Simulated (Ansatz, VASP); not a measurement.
## One calculation of SnO2, two programs

```
Sn O
1.0
     4.76872    0.00000    0.00000
     0.00000    4.76872    0.00000
     0.00000    0.00000    3.21137
Sn O
2 4
Direct
  0.00000 0.00000 0.94980
  0.50000 0.50000 0.55020
  0.23979 0.37280 0.02880
  0.26021 0.87280 0.47120
  0.76021 0.62720 0.02880
  0.73979 0.12720 0.47120
```

Change from the starting cell: mode 4 frozen in at -0.449 Å and mode 5 at -0.161 Å (largest displacements).

Alike in both runs: task single point; functional PBEsol; k mesh 6 × 6 × 8; occupations gaussian, width 0.05 eV; no spin polarisation.

|  | VASP | Ansatz |
| --- | --- | --- |
| version | VASP 6.6.1 | Ansatz 0.2.0 |
| potentials or method | VASP PAW PBE potentials, release 64 (Sn_d, O), cutoff 520 eV | scalar-relativistic, plane waves, PAW |
| valence electrons in the cell | 52 | 52 |

|  | VASP | Ansatz | Ansatz less VASP |
| --- | --- | --- | --- |
| gap on the k mesh at the Fermi level (eV) | 0.88 | 0.89 | +0.012 |
| least direct gap on the mesh (eV) | 0.90 | 0.91 | +0.009 |
| pressure (GPa) | -6.0 | -6.7 | -0.63 |
| traceless stress, the component that is largest in VASP (GPa) | -1.61 | -1.81 | -0.203 |
| rms of the force components (eV/Å) | 0.622 | 0.626 | +0.0032 |

VASP's potentials were made for PBE, not for PBEsol, and Ansatz warns of the same on its side. Atom by atom the forces differ by 0.017 eV/Å (rms over components).
